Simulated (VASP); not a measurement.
# SbSe3 (I4/mmm) in VASP: a series of runs, part 3 of 3

VASP 6.6.1. Earlier steps stand in the parts before.

## 5. Single point, PBE

This run uses another cell than the first one, of 26.23 Å³/atom.

Contents of INCAR:

```
SYSTEM = SbSe3
ALGO = Normal ; EDIFF = 1E-6
ENCUT = 520 ; GGA = PE
ISIF = 2 ; ISMEAR = 0
LASPH = .TRUE. ; LCHARG = .TRUE.
LELF = .TRUE. ; LREAL = .FALSE.
LVHAR = .TRUE. ; LWAVE = .FALSE.
NBANDS = 20 ; NELM = 100
PREC = Accurate ; SIGMA = 0.1
```

Contents of KPOINTS:

```
k-points
0
G
  16 16 16
  0 0 0
```

Contents of POSCAR:

```
SbSe3
1.0
   -1.9546802905      1.9546802905      6.8640914885
    1.9546802905     -1.9546802905      6.8640914885
    1.9546802905      1.9546802905     -6.8640914885
Sb Se
1 3
Direct
    0.0000000000      0.0000000000      0.0000000000
    0.5000000000      0.5000000000      0.0000000000
    0.2500000000      0.7500000000      0.5000000000
    0.7500000000      0.2500000000      0.5000000000
```

Potentials or basis: VASP PAW PBE potentials, release 64 (Sb, Se).

Launch:

```sh
cat potpaw_PBE.64/Sb/POTCAR potpaw_PBE.64/Se/POTCAR > POTCAR
mpirun -np 1 vasp_std > vasp.out
```

OUTCAR:

```text
SYSTEM = SbSe3
   EDIFF = 1E-6
   ENCUT = 520
   GGA = PE
   ISIF = 2
   ISMEAR = 0
   LASPH = .TRUE.
   LREAL = .FALSE.
   NELM = 100
   PREC = Accurate

 ion  position               nearest neighbor table
   1  0.000  0.000  0.000-   2 2.76   2 2.76   2 2.76   2 2.76
   2  0.500  0.500  0.000-   1 2.76   1 2.76   1 2.76   1 2.76
   3  0.250  0.750  0.500-   4 2.76   4 2.76   4 2.76   4 2.76
   4  0.750  0.250  0.500-   3 2.76   3 2.76   3 2.76   3 2.76

  LATTYP: Found a body centered tetragonal cell.
 ALAT       =     3.9093605810
 C/A-ratio  =     3.5116185096

  Lattice vectors:

 A1 = (  -1.9546802905,   1.9546802905,   6.8640914885)
 A2 = (   1.9546802905,  -1.9546802905,   6.8640914885)
 A3 = (   1.9546802905,   1.9546802905,  -6.8640914885)

Analysis of symmetry for initial positions (statically):
=====================================================================
 Subroutine PRICEL returns:
 Original cell was already a primitive cell.

 Routine SETGRP: Setting up the symmetry group for a
 body centered tetragonal supercell.

 Subroutine GETGRP returns: Found 16 space group operations
 (whereof 16 operations were pure point group operations)
 out of a pool of 16 trial point group operations.

The static configuration has the point symmetry D_4h.

Analysis of symmetry for dynamics (positions and initial velocities):
=====================================================================
 Subroutine PRICEL returns:
 Original cell was already a primitive cell.

 Routine SETGRP: Setting up the symmetry group for a
 body centered tetragonal supercell.

 Subroutine GETGRP returns: Found 16 space group operations
 (whereof 16 operations were pure point group operations)
 out of a pool of 16 trial point group operations.

The dynamic configuration has the point symmetry D_4h.
[... 112 lines left out ...]
   TEBEG  =    0.0;   TEEND  =   0.0 temperature during run
   PSTRESS=    0.0 pullay stress
   NELECT =      23.0000    total number of electrons
   NUPDOWN=      -1.0000    fix difference up-down
   EMIN   =  10.00;   EMAX   =-10.00  energy-range for DOS
   EFERMI =   0.00;   METHOD = LEGACY
   ISMEAR =     0;   SIGMA  =   0.10  broadening in eV -4-tet -1-fermi 0-gaus
   EFERMI_NEDOS =   21; number of points for ismear=-14 and -15
   IALGO  =     38    algorithm
   IMIX   =      4    mixing-type and parameters
     AMIX     =   0.40;   BMIX     =  1.00
     AMIX_MAG =   1.60;   BMIX_MAG =  1.00
  volume/ion in A,a.u.               =      26.23       176.98
  Fermi-wavevector in a.u.,A,eV,Ry     =   0.987156  1.865455 13.258573  0.974478
  Thomas-Fermi vector in A             =   2.118590
   LORBIT       =      0    0 simple, 1 ext, 2 COOP (PROOUT), +10 PAW based schemes
   GGA     = PE    functional components
   LHFCALC =     F    Hartree Fock is set to
   AEXX    =    0.0000 exact exchange contribution
   IVDW    =     0    specifies the selected vdW correction
   LEPSILON=     F    determine dielectric tensor
   LRPA    =     F    only Hartree local field effects (RPA)
 non-spin polarized calculation
 Gauss-broadening in eV      SIGMA  =   0.10
  energy-cutoff  :      520.00
  volume of cell :      104.90
 maximum number of plane-waves:      2856
   NGX = 27   NGY = 27   NGZ = 27

 number of electron      23.0000001 magnetization

 Free energy of the ion-electron system (eV)
  ---------------------------------------------------
  ext. energy  EPLUGINS =         0.00000000
  ---------------------------------------------------
  free energy    TOTEN  =       -13.76521132 eV

  energy without entropy =      -13.74975563  energy(sigma->0) =      -13.75748348

 E-fermi :   4.4602     XC(G=0):  -9.4710

 val. band max:        4.4557542730   @ k =   0.3750   0.1875   0.1250
 cond. band min:       4.4643916262   @ k =  -0.1250   0.5000   0.1250
 fundamental gap:      0.0086373532
 Fermi energy:         4.4601921212

 k-point     1 :       0.0000    0.0000    0.0000
  band No.  band energies     occupation
      1     -10.4985      2.00000
      2      -9.8706      2.00000
      3      -5.5155      2.00000
      4      -2.5334      2.00000
      5      -0.8142      2.00000
      6       0.4568      2.00000
[... 541 lines left out ...]
     19       9.6117      0.00000
     20      12.2476      0.00000

 [... further k-points ...]
[... 5 lines left out ...]
  --------------------------------------------------------------------------------------
  -------------------------------------------------------------------------------------
  Total       -0.0433662     -0.0433662      0.0073657      0.0000000     -0.0000000      0.0000000
  in kB       -0.6623187     -0.6623187      0.1124949      0.0000000     -0.0000000      0.0000000
  external PRESSURE =      -0.4040475 kB  Pullay stress =       0.0000000 kB

 VOLUME and BASIS-vectors are now :
 -----------------------------------------------------------------------------
  energy-cutoff  :      520.00
  volume of cell :      104.90
      direct lattice vectors                 reciprocal lattice vectors
    -1.954680291  1.954680291  6.864091488     0.000000000  0.255796307  0.072842852
     1.954680291 -1.954680291  6.864091488     0.255796307  0.000000000  0.072842852
     1.954680291  1.954680291 -6.864091488     0.255796307  0.255796307  0.000000000

 POSITION                                       TOTAL-FORCE (eV/Angst)
 -----------------------------------------------------------------------------------
      0.00000      0.00000      0.00000        -0.000000      0.000000     -0.000000
      0.00000      0.00000      6.86409        -0.000000      0.000000     -0.000000
      1.95468     -0.00000      3.43205        -0.000000      0.000000     -0.000000
     -0.00000      1.95468      3.43205         0.000000     -0.000000      0.000000
 -----------------------------------------------------------------------------------
    total drift:                               -0.000000     -0.000000      0.000000

  FREE ENERGIE OF THE ION-ELECTRON SYSTEM (eV)
  ---------------------------------------------------
  free  energy   TOTEN  =       -13.7652113236 eV

  energy  without entropy=      -13.7497556329  energy(sigma->0) =      -13.75748348
```

OSZICAR:

```text
N       E                     dE             d eps       ncg     rms          rms(c)
DAV:   1     0.109035404663E+03    0.10904E+03   -0.86418E+03 13960   0.917E+02
DAV:   2    -0.562498883163E+01   -0.11466E+03   -0.11156E+03 18968   0.161E+02
DAV:   3    -0.140978191867E+02   -0.84728E+01   -0.83611E+01 17636   0.474E+01
DAV:   4    -0.141843315178E+02   -0.86512E-01   -0.86318E-01 16216   0.544E+00
DAV:   5    -0.141850871980E+02   -0.75568E-03   -0.75563E-03 16700   0.549E-01    0.606E+00
DAV:   6    -0.138106253458E+02    0.37446E+00   -0.19802E+00 15560   0.380E+00    0.349E+00
DAV:   7    -0.137683746598E+02    0.42251E-01   -0.26786E-01 15136   0.200E+00    0.209E+00
DAV:   8    -0.137651008401E+02    0.32738E-02   -0.40336E-02 15784   0.946E-01    0.437E-01
DAV:   9    -0.137651698126E+02   -0.68972E-04   -0.26600E-03 16972   0.247E-01    0.104E-01
DAV:  10    -0.137651994405E+02   -0.29628E-04   -0.56381E-04 15408   0.116E-01    0.496E-02
DAV:  11    -0.137652077000E+02   -0.82594E-05   -0.60223E-05 16160   0.381E-02    0.138E-02
DAV:  12    -0.137652112891E+02   -0.35891E-05   -0.66254E-06 15216   0.148E-02    0.436E-03
DAV:  13    -0.137652113236E+02   -0.34553E-07   -0.12706E-06  9048   0.673E-03
   1 F= -.13765211E+02 E0= -.13757483E+02  d E =-.154557E-01
```

Wall time 12 min (1 thread of Intel Xeon 6975P-C (Granite Rapids), shared host); peak memory 0.91 GiB.

What came out:

* Free energy: -13.7652 eV
* Pressure: 0.0 GPa
* Band gap on the k mesh: zero (an odd number of electrons rules out a gap without spin polarisation)

Stress tensor (GPa, compression positive):
```
-0.07  0.00  0.00
 0.00 -0.07  0.00
 0.00  0.00  0.01
```

Levels at points of the mesh, in eV from the Fermi level:
```csv
k point,band 8,band 9,band 10,band 11,band 12,band 13,band 14,band 15,band 16,band 17
"(0.00, 0.00, 0.00)",-3.87,-3.87,-1.45,0.44,1.60,2.98,2.98,3.81,4.81,4.81
"(0.50, 0.00, 0.00)",-1.60,-1.52,-1.36,-1.29,-0.82,-0.40,-0.12,0.04,0.39,7.32
"(0.50, 0.50, 0.00)",-5.84,-1.75,-1.60,-1.22,-0.20,4.51,4.55,4.55,5.18,6.13
"(0.50, 0.50, 0.50)",-3.63,-3.63,-3.52,0.57,1.58,3.00,3.00,3.39,4.43,4.80
```

Caveat: spin-orbit coupling is left out, which moves the levels of the heavy elements.

## 6. Overview

| task | cell | k mesh | cutoff (eV) | gap on the mesh (eV) | pressure (GPa) |
| --- | --- | --- | --- | --- | --- |
| single point | a = 7.324 Å, angles 148.9, 148.9, 44.5°, 4 atoms | 6 × 6 × 6 | 520 | none | 0.1 |
| single point | a = 6.043 Å, angles 135.6, 135.6, 64.7°, 4 atoms | 6 × 6 × 6 | 520 | none | -8.0 |
| relaxation of cell and atoms | relaxed from a = 6.043 Å, angles 135.6, 135.6, 64.7°, 4 atoms | 6 × 6 × 6 | 600 | none | 0.1 |
| single point | a = 7.400 Å, angles 149.4, 149.4, 43.9°, 4 atoms | 16 × 16 × 16 | 520 | none | 0.0 |

Alike in all rows: level PBE; potentials or basis VASP PAW PBE potentials, release 64 (Sb, Se); no spin polarisation; smearing gaussian 0.1 eV.

Caveats: spin-orbit coupling is left out, which moves the levels of the heavy elements; the cell stands under tension (at least some runs); the highest band is partly filled, so the run has too few bands (at least some runs); a cell axis changed by over 15 % at a fixed basis, so the end point is rough (at least some runs).

Total energies depend on the potentials used, so only differences within one code and one set of settings carry meaning.

The gap in the log of VASP goes by the Fermi energy; the results here count the filled bands.